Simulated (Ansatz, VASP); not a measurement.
TaSi2: VASP beside Ansatz

The input INCAR:

```
SYSTEM = TaSi2
PREC = Accurate
ENCUT = 600
EDIFF = 1E-7
ISMEAR = -1
SIGMA = 0.05
LREAL = .FALSE.
LASPH = .TRUE.
NELM = 60
ALGO = Normal
ISIF = 3
LWAVE = .FALSE.
LCHARG = .FALSE.
GGA = PE
IVDW = 12
IBRION = 2
NSW = 60
EDIFFG = -0.01
```

Contents of KPOINTS:

```
Automatic mesh
0
G
  7 7 4
  0 0 0
```

POSCAR

```
TaSi2
1.0
    4.7800000000      0.0000000000      0.0000000000
   -2.3900000000      4.1396014301      0.0000000000
    0.0000000000      0.0000000000      6.5640000000
Ta Si
3 6
Direct
    0.0000000000      0.5000000000      0.1666666667
    0.5000000000      0.5000000000      0.8333333333
    0.5000000000      0.0000000000      0.5000000000
    0.3333000000      0.1666500000      0.1666666667
    0.1666500000      0.8333500000      0.8333333333
    0.8333500000      0.6667000000      0.5000000000
    0.6667000000      0.8333500000      0.1666666667
    0.8333500000      0.1666500000      0.8333333333
    0.1666500000      0.3333000000      0.5000000000
```

File input.yaml:

```yaml
crystal:
  lattice:
    - [4.78, 0.0, 0.0]
    - [-2.39, 4.1396014301, 0.0]
    - [0.0, 0.0, 6.564]
  atoms:
    - { symbol: Ta, position: [0.0, 0.5, 0.1666666667] }
    - { symbol: Ta, position: [0.5, 0.5, 0.8333333333] }
    - { symbol: Ta, position: [0.5, 0.0, 0.5] }
    - { symbol: Si, position: [0.3333, 0.16665, 0.1666666667] }
    - { symbol: Si, position: [0.16665, 0.83335, 0.8333333333] }
    - { symbol: Si, position: [0.83335, 0.6667, 0.5] }
    - { symbol: Si, position: [0.6667, 0.83335, 0.1666666667] }
    - { symbol: Si, position: [0.83335, 0.16665, 0.8333333333] }
    - { symbol: Si, position: [0.16665, 0.3333, 0.5] }
hamiltonian:
  xc: pbe
  pseudopotentials: { kind: paw }
  dispersion: d3bj
kpoints:
  mp_grid: { grid: [7, 7, 4] }
scf:
  occupations: { method: fermi_dirac, width: 0.05 }
output:
  forces: true
  stress: true
  eigenvalues: true
relax:
  f_tol: 0.01
  max_steps: 40
  cell: { stress_tol: 0.05 }
```

Alike in both runs: task relaxation of cell and atoms; functional PBE; dispersion D3(BJ); k mesh 7 × 7 × 4; occupations fermi-dirac, width 0.05 eV; no spin polarisation.

```csv
,VASP,Ansatz
version,VASP 6.6.1,Ansatz 0.2.0
potentials or method,"VASP PAW PBE potentials, release 64 (Ta_pv, Si)",Ansatz PAW
plane-wave cutoff (eV),600,420
valence electrons in the cell,57,63
```

```tsv
	VASP	Ansatz	Ansatz less VASP
gap on the k mesh at the Fermi level, each at its own relaxed structure (eV)	none	none	-
relaxed volume (Å³/atom)	14.19	14.18	-0.011
relaxed length of the cell vector where the two differ most in proportion (Å)	6.551	6.550	-0.0019
```

A gap of «none» marks a metal or a gap that the smearing closes. VASP's potentials hold 57 valence electrons a cell and Ansatz's 63, so a difference there can come from the potentials and not from the codes.

Neither program's run includes spin-orbit coupling. Noted on Ansatz's run: the plane-wave basis is chosen anew once the cell has moved, so the energies of steps on either side of that aren't comparable.
